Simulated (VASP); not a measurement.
# Ge (Fd-3m) in VASP: notebook

Ge is run at these levels: PBEsol; tasks: single point.

Program: VASP 6.6.1. These are calculated values, not measurements. Logs are shortened: lines on timing, memory, paths and dates and some standing lists are left out, and cuts for length are marked.

**1. The cell of the first run**

The structure is cubic, space group Fd-3m (No. 227). The conventional cell has a = 5.695 Å, b = 5.695 Å, c = 5.695 Å, α = 90.00°, β = 90.00°, γ = 90.00°. Ge (site symmetry -43m) has 4 Ge at 2.47 Å within 3.3 Å.

**2. Single point, PBEsol (volume scaled by 1.02)**

The input, INCAR:

```
PREC = Accurate
ENCUT = 520
EDIFF = 1E-6
ISMEAR = -1
SIGMA = 0.05
LREAL = False
LASPH = True
NELM = 80
ALGO = Normal
ISIF = 2
LWAVE = False
LCHARG = False
GGA = PS
NBANDS = 21
```

The input, KPOINTS:

```
regular mesh
0
Gamma
  8 8 8
```

The input, POSCAR:

```
Ge
1.0
    0.0000000000      2.8476450493      2.8476450493
    2.8476450493      0.0000000000      2.8476450493
    2.8476450493      2.8476450493      0.0000000000
Ge
2
Direct
    0.7500000000      0.7500000000      0.7500000000
    0.5000000000      0.5000000000      0.5000000000
```

Potentials or basis: VASP PAW PBE potentials, release 64 (Ge_d).

Launch:

```console
> cat potpaw_PBE.64/Ge_d/POTCAR > POTCAR
> mpirun -np 1 vasp_std > vasp.out
```

OUTCAR:

```text
PREC = Accurate
   ENCUT = 520
   EDIFF = 1E-6
   ISMEAR = -1
   LREAL = False
   LASPH = True
   NELM = 80
   ISIF = 2
   GGA = PS

 ion  position               nearest neighbor table
   1  0.750  0.750  0.750-   2 2.47   2 2.47   2 2.47   2 2.47
   2  0.500  0.500  0.500-   1 2.47   1 2.47   1 2.47   1 2.47

  LATTYP: Found a face centered cubic cell.
 ALAT       =     5.6952900986

  Lattice vectors:

 A1 = (   0.0000000000,   2.8476450493,   2.8476450493)
 A2 = (   2.8476450493,   0.0000000000,   2.8476450493)
 A3 = (   2.8476450493,   2.8476450493,   0.0000000000)

Analysis of symmetry for initial positions (statically):
=====================================================================
 Subroutine PRICEL returns:
 Original cell was already a primitive cell.

 Routine SETGRP: Setting up the symmetry group for a
 face centered cubic supercell.

 Subroutine GETGRP returns: Found 48 space group operations
 (whereof 24 operations were pure point group operations)
 out of a pool of 48 trial point group operations.

The static configuration has the point symmetry T_d .
 The point group associated with its full space group is O_h .

Analysis of symmetry for dynamics (positions and initial velocities):
=====================================================================
 Subroutine PRICEL returns:
 Original cell was already a primitive cell.

 Routine SETGRP: Setting up the symmetry group for a
 face centered cubic supercell.

 Subroutine GETGRP returns: Found 48 space group operations
 (whereof 24 operations were pure point group operations)
 out of a pool of 48 trial point group operations.

The dynamic configuration has the point symmetry T_d .
 The point group associated with its full space group is O_h .

 Subroutine INISYM returns: Found 48 space group operations
 (whereof 24 operations are pure point group operations),
 and found     1 'primitive' translations

----------------------------------------------------------------------------------------

                                     Primitive cell

  volume of cell :      46.1836

  direct lattice vectors                    reciprocal lattice vectors
     0.000000000  2.847645049  2.847645049    -0.175583681  0.175583681  0.175583681
     2.847645049  0.000000000  2.847645049     0.175583681 -0.175583681  0.175583681
     2.847645049  2.847645049  0.000000000     0.175583681  0.175583681 -0.175583681

  length of vectors
     4.027178250  4.027178250  4.027178250     0.304119857  0.304119857  0.304119857

  position of ions in fractional coordinates (direct lattice)
     0.750000000  0.750000000  0.750000000
     0.500000000  0.500000000  0.500000000

  ion indices of the primitive-cell ions
   primitive index   ion index
                 1           1
                 2           2

----------------------------------------------------------------------------------------

 KPOINTS: regular mesh

Automatic generation of k-mesh.
 Grid dimensions read from file:
 generate k-points for:    8    8    8

 Generating k-lattice:

  Cartesian coordinates                     Fractional coordinates (reciprocal lattice)
    -0.021947960  0.021947960  0.021947960     0.125000000  0.000000000  0.000000000
     0.021947960 -0.021947960  0.021947960     0.000000000  0.125000000  0.000000000
     0.021947960  0.021947960 -0.021947960     0.000000000  0.000000000  0.125000000

  Length of vectors
     0.038014982  0.038014982  0.038014982

  Shift w.r.t. Gamma in fractional coordinates (k-lattice)
     0.000000000  0.000000000  0.000000000

 Subroutine IBZKPT returns following result:
 ===========================================

 Found     29 irreducible k-points:

 Following reciprocal coordinates:
            Coordinates               Weight
  0.000000  0.000000  0.000000      1.000000
  0.125000  0.000000  0.000000      8.000000
  0.250000  0.000000  0.000000      8.000000
  0.375000  0.000000  0.000000      8.000000
  0.500000  0.000000  0.000000      4.000000
  0.125000  0.125000  0.000000      6.000000
[... 16 lines left out ...]
  0.500000  0.250000  0.125000     48.000000
 -0.375000  0.250000  0.125000     24.000000
 [... further k-points ...]
   k-points           NKPTS =     29   k-points in BZ     NKDIM =     29   number of bands    NBANDS=     21
   number of dos      NEDOS =    301   number of ions     NIONS =      2
   total plane-waves  NPLWV =  27000
   dimension x,y,z NGX =    30 NGY =   30 NGZ =   30
   dimension x,y,z NGXF=    60 NGYF=   60 NGZF=   60
   ions per type =               2
   NGX,Y,Z   is equivalent  to a cutoff of  12.38, 12.38, 12.38 a.u.
   NGXF,Y,Z  is equivalent  to a cutoff of  24.77, 24.77, 24.77 a.u.
 SYSTEM =  unknown system
   PREC   = accura    normal or accurate (medium, high low for compatibility)
   ISTART =      0    job   : 0-new  1-cont  2-samecut
   ICHARG =      2    charge: 1-file 2-atom 10-const
   ISPIN  =      1    spin polarized calculation?
   LNONCOLLINEAR =      F non collinear calculations
   LSORBIT =      F    spin-orbit coupling
   LASPH  =      T    aspherical Exc in radial PAW
   ENCUT  =  520.0 eV  38.22 Ry    6.18 a.u.   7.49  7.49  7.49*2*pi/ulx,y,z
   NELM   =     80;   NELMIN=  2; NELMDL= -5     # of ELM steps
   EDIFF  = 0.1E-05   stopping-criterion for ELM
   LREAL  =      F    real-space projection
   EDIFFG = 0.1E-04   stopping-criterion for IOM
   NSW    =      0    number of steps for IOM
   IBRION =     -1    ionic relax: 0-MD 1-quasi-New 2-CG
   NFREE  =      0    steps in history (QN), initial steepest desc. (CG)
   ISIF   =      2    stress and relaxation
   ISYM   =      2    0-nonsym 1-usesym 2-fastsym
   POTIM  = 0.5000    time-step for ionic-motion
   TEBEG  =    0.0;   TEEND  =   0.0 temperature during run
   PSTRESS=    0.0 pullay stress
   NELECT =      28.0000    total number of electrons
   NUPDOWN=      -1.0000    fix difference up-down
   EMIN   =  10.00;   EMAX   =-10.00  energy-range for DOS
   EFERMI =   0.00;   METHOD = LEGACY
   ISMEAR =    -1;   SIGMA  =   0.05  broadening in eV -4-tet -1-fermi 0-gaus
   EFERMI_NEDOS =   21; number of points for ismear=-14 and -15
   IALGO  =     38    algorithm
   IMIX   =      4    mixing-type and parameters
     AMIX     =   0.40;   BMIX     =  1.00
     AMIX_MAG =   1.60;   BMIX_MAG =  1.00
  volume/ion in A,a.u.               =      23.09       155.83
  Fermi-wavevector in a.u.,A,eV,Ry     =   1.385580  2.618367 26.120905  1.919832
  Thomas-Fermi vector in A             =   2.509977
   LORBIT       =      0    0 simple, 1 ext, 2 COOP (PROOUT), +10 PAW based schemes
   GGA     = PS    functional components
   LHFCALC =     F    Hartree Fock is set to
   AEXX    =    0.0000 exact exchange contribution
   IVDW    =     0    specifies the selected vdW correction
   LEPSILON=     F    determine dielectric tensor
   LRPA    =     F    only Hartree local field effects (RPA)
 non-spin polarized calculation
  energy-cutoff  :      520.00
  volume of cell :       46.18
 maximum number of plane-waves:      1265
 NGX is ok and might be reduce to    30
   NGX = 15   NGY = 15   NGZ = 15

 number of electron      28.0000006 magnetization

 Free energy of the ion-electron system (eV)
  ---------------------------------------------------
  ext. energy  EPLUGINS =         0.00000000
  ---------------------------------------------------
  free energy    TOTEN  =        -9.86255529 eV

  energy without entropy =       -9.86158634  energy(sigma->0) =       -9.86207081

 E-fermi :   4.6569     XC(G=0): -10.0337

 val. band max:        4.4877041445   @ k =   0.0000   0.0000   0.0000
 cond. band min:       4.6728944052   @ k =   0.0000   0.0000   0.0000
 fundamental gap:      0.1851902607
 Fermi energy:         4.6568715280

 k-point     1 :       0.0000    0.0000    0.0000
  band No.  band energies     occupation
      1     -20.0625      2.00000
      2     -20.0625      2.00000
      3     -20.0625      2.00000
      4     -20.0275      2.00000
      5     -20.0275      2.00000
      6     -19.8259      2.00000
[... 13 lines left out ...]
     20      14.0982      0.00000
     21      14.0982      0.00000

 k-point     2 :       0.1250    0.0000    0.0000
  band No.  band energies     occupation
      1     -20.0702      2.00000
      2     -20.0702      2.00000
      3     -20.0601      2.00000
      4     -20.0167      2.00000
      5     -20.0167      2.00000
      6     -19.8376      2.00000
[... 13 lines left out ...]
     20      13.1784      0.00000
     21      13.1784      0.00000

 k-point     3 :       0.2500    0.0000    0.0000
  band No.  band energies     occupation
      1     -20.0798      2.00000
      2     -20.0798      2.00000
      3     -20.0541      2.00000
      4     -20.0003      2.00000
      5     -20.0003      2.00000
      6     -19.8509      2.00000
[... 13 lines left out ...]
     20      12.9224      0.00000
     21      12.9224      0.00000

 k-point     4 :       0.3750    0.0000    0.0000
  band No.  band energies     occupation
      1     -20.0847      2.00000
      2     -20.0847      2.00000
      3     -20.0480      2.00000
      4     -19.9902      2.00000
      5     -19.9902      2.00000
      6     -19.8580      2.00000
[... 13 lines left out ...]
     20      14.0719      0.00000
     21      14.0719      0.00000

 k-point     5 :       0.5000    0.0000    0.0000
  band No.  band energies     occupation
      1     -20.0859      2.00000
      2     -20.0859      2.00000
      3     -20.0454      2.00000
      4     -19.9874      2.00000
      5     -19.9874      2.00000
      6     -19.8596      2.00000
[... 13 lines left out ...]
     20      15.4564      0.00000
     21      15.7323      0.00000
[... 382 lines left out ...]
     20      15.9874      0.00000
     21      17.3507      0.00000

 k-point    22 :       0.3750    0.2500    0.1250
  band No.  band energies     occupation
      1     -20.0898      2.00000
      2     -20.0875      2.00000
      3     -20.0463      2.00000
      4     -19.9930      2.00000
      5     -19.9658      2.00000
      6     -19.8992      2.00000
[... 13 lines left out ...]
     20      14.5687      0.00000
     21      14.9081      0.00000

 k-point    23 :       0.5000    0.2500    0.1250
  band No.  band energies     occupation
      1     -20.1012      2.00000
      2     -20.0937      2.00000
      3     -20.0254      2.00000
      4     -19.9787      2.00000
      5     -19.9537      2.00000
      6     -19.9076      2.00000
[... 13 lines left out ...]
     20      14.1467      0.00000
     21      15.9877      0.00000

 k-point    24 :      -0.3750    0.2500    0.1250
  band No.  band energies     occupation
      1     -20.1062      2.00000
      2     -20.0950      2.00000
      3     -20.0160      2.00000
      4     -19.9681      2.00000
      5     -19.9551      2.00000
      6     -19.9028      2.00000
[... 13 lines left out ...]
     20      15.4422      0.00000
     21      15.9528      0.00000

 [... further k-points ...]

------------------------ aborting loop because EDIFF is reached ----------------------------------------

  FORCE on cell =-STRESS in cart. coord.  units (eV):
  Direction    XX          YY          ZZ          XY          YZ          ZX
  --------------------------------------------------------------------------------------
  -------------------------------------------------------------------------------------
  Total       -0.2132676     -0.2132676     -0.2132676      0.0000000      0.0000000      0.0000000
  in kB       -7.3985713     -7.3985713     -7.3985713      0.0000000      0.0000000      0.0000000
  external PRESSURE =      -7.3985713 kB  Pullay stress =       0.0000000 kB

 VOLUME and BASIS-vectors are now :
 -----------------------------------------------------------------------------
  energy-cutoff  :      520.00
  volume of cell :       46.18
      direct lattice vectors                 reciprocal lattice vectors
     0.000000000  2.847645049  2.847645049    -0.175583681  0.175583681  0.175583681
     2.847645049  0.000000000  2.847645049     0.175583681 -0.175583681  0.175583681
     2.847645049  2.847645049  0.000000000     0.175583681  0.175583681 -0.175583681

 POSITION                                       TOTAL-FORCE (eV/Angst)
 -----------------------------------------------------------------------------------
      4.27147      4.27147      4.27147        -0.000000     -0.000000     -0.000000
      2.84765      2.84765      2.84765         0.000000      0.000000      0.000000
 -----------------------------------------------------------------------------------
    total drift:                                0.000000     -0.000000     -0.000000

  FREE ENERGIE OF THE ION-ELECTRON SYSTEM (eV)
  ---------------------------------------------------
  free  energy   TOTEN  =        -9.8625552889 eV

  energy  without entropy=       -9.8615863396  energy(sigma->0) =       -9.86207081
```

Wall time 13 s (1 thread of Intel Xeon 6975P-C (Granite Rapids), shared host); peak memory 0.17 GiB.

Results:

* Free energy: -9.8626 eV
* Pressure: -0.7 GPa
* Band gap on the k mesh: zero (filled and empty bands touch)

Levels at points of the mesh, in eV from the Fermi level:
```csv
k point,band 10,band 11,band 12,band 13,band 14,band 15,band 16,band 17,band 18,band 19
"(0.00, 0.00, 0.00)",-24.47,-12.63,-0.17,0.02,0.02,0.02,2.54,2.54,2.54,6.19
"(0.50, 0.00, 0.00)",-24.44,-10.58,-7.52,-1.36,-1.36,0.08,3.72,3.72,6.97,10.32
"(0.50, 0.50, 0.00)",-24.43,-8.81,-8.81,-3.00,-3.00,0.71,0.71,9.34,9.34,11.33
```

Caveat: the cell differs from its parent crystal (volume scaled by 1.02); the PAW data sets were made with another functional, which shifts forces and pressure a little.

**3. Single point, PBEsol, non-collinear spin, zero start, spin-orbit coupling**

This run uses another cell than the first one, of 22.64 Å³/atom, 0.980 times its volume.

The input, INCAR:

```
PREC     = Accurate       # precision mode
ENCUT    = 520            # plane-wave cutoff, eV
EDIFF    = 1E-6           # SCF threshold, eV
ISMEAR   = -1             # smearing method
SIGMA    = 0.05           # smearing width, eV
LREAL    = F              # projectors in reciprocal space
LASPH    = T              # aspherical terms in the spheres
NELM     = 150            # most SCF steps
ALGO     = Normal         # electronic algorithm
ISIF     = 2              # what is computed and relaxed
LWAVE    = F              # write WAVECAR
LCHARG   = F              # write CHGCAR
LNONCOLLINEAR= T              # non-collinear magnetism
MAGMOM   = 0 0 0 0 0 0    # initial moments
LORBIT   = 11             # projections on sites
LSORBIT  = T              # spin-orbit coupling
GGA_COMPAT= F            
LORBMOM  = T            
GGA      = PS             # functional
NBANDS   = 40             # bands
```

KPOINTS is that of step 2.

The input, POSCAR:

```
Ge
1.0
    0.0000000000      2.8289100000      2.8289100000
    2.8289100000      0.0000000000      2.8289100000
    2.8289100000      2.8289100000      0.0000000000
Ge
2
Direct
    0.7500000000      0.7500000000      0.7500000000
    0.5000000000      0.5000000000      0.5000000000
```

Potentials or basis: VASP PAW PBE potentials, release 64 (Ge_d).

Launch:

```console
> cat potpaw_PBE.64/Ge_d/POTCAR > POTCAR
> mpirun -np 1 vasp_ncl > vasp.out
```

It took 50 s on 1 thread of Intel Xeon Platinum 8481C at 2.70GHz (Sapphire Rapids), shared host; peak memory 0.3 GiB.

Results (log left out):

```
Free energy                                           : -9.8813 eV
Pressure                                              : 0.6 GPa
Net moment                                            : 0.00 μB per cell
Valence electrons inside the program's atomic spheres : Ge 12.41
```

Moments on the atoms (μB; x, y, z):
```
Ge  0.00 0.00 0.00
Ge  0.00 0.00 0.00
```

Caveat: the PAW data sets were made with another functional, which shifts forces and pressure a little.
